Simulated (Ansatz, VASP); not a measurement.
Two plane-wave programs on ScRu3

File INCAR:

```
SYSTEM = ScRu3
ALGO = Fast
EDIFF = 1E-6
EDIFFG = -0.01
ENCUT = 600
GGA = PS
IBRION = 2
ISIF = 3
ISMEAR = -1
IVDW = 13
LASPH = .True.
LCHARG = .False.
LREAL = .False.
LWAVE = .False.
NELM = 80
NSW = 60
PREC = Accurate
SIGMA = 0.05
```

Contents of KPOINTS:

```
k-points
0
Gamma
  7 7 7
  0 0 0
```

POSCAR

```
ScRu3
1.0
    3.9384370000      0.0000000000      0.0000000000
    0.0000000000      3.9384370000      0.0000000000
    0.0000000000      0.0000000000      3.9384370000
Ru Sc
3 1
Direct
    0.5000000000      0.5000000000      0.0000000000
    0.5000000000      0.0000000000      0.5000000000
    0.0000000000      0.5000000000      0.5000000000
    0.0000000000      0.0000000000      0.0000000000
```

The input input.yaml:

```yaml
crystal:
  lattice:
    - [3.938437, 0.0, 0.0]
    - [0.0, 3.938437, 0.0]
    - [0.0, 0.0, 3.938437]
  atoms:
    - { symbol: Ru, position: [0.5, 0.5, 0.0] }
    - { symbol: Ru, position: [0.5, 0.0, 0.5] }
    - { symbol: Ru, position: [0.0, 0.5, 0.5] }
    - { symbol: Sc, position: [0.0, 0.0, 0.0] }
hamiltonian:
  xc: pbesol
  pseudopotentials: { kind: paw }
  dispersion: d4
kpoints:
  mp_grid: { grid: [7, 7, 7] }
scf:
  occupations: { method: fermi_dirac, width: 0.05 }
output:
  forces: true
  stress: true
  eigenvalues: true
  write_density: true
  write_potential: true
  elf: true
  volumetric_format: npy
relax:
  f_tol: 0.01
  max_steps: 40
  cell: { stress_tol: 0.05 }
```

Alike in both runs: task relaxation of cell and atoms; functional PBEsol; dispersion D4; k mesh 7 × 7 × 7; occupations fermi-dirac, width 0.05 eV; no spin polarisation.

|  | VASP | Ansatz |
| --- | --- | --- |
| version | VASP 6.6.1 | Ansatz 0.2.0 |
| potentials or method | VASP PAW PBE potentials, release 64 (Ru_pv, Sc_sv) | Ansatz PAW |
| plane-wave cutoff (eV) | 600 | 420 |
| valence electrons in the cell | 53 | 59 |

```tsv
	VASP	Ansatz	Ansatz less VASP
gap on the k mesh at the Fermi level, each at its own relaxed structure (eV)	none	none	-
relaxed volume (Å³/atom)	14.42	14.39	-0.027
relaxed cell length with the largest relative difference (Å)	3.864	3.861	-0.0024
```

VASP's potentials were made for PBE, not for PBEsol. A gap of «none» marks a metal or a gap that the smearing closes. VASP's potentials hold 53 valence electrons a cell and Ansatz's 59, so a difference there can come from the potentials and not from the codes.

Noted on Ansatz's run: the plane-wave basis is chosen anew once the cell has moved, so the energies of steps on either side of that aren't comparable.
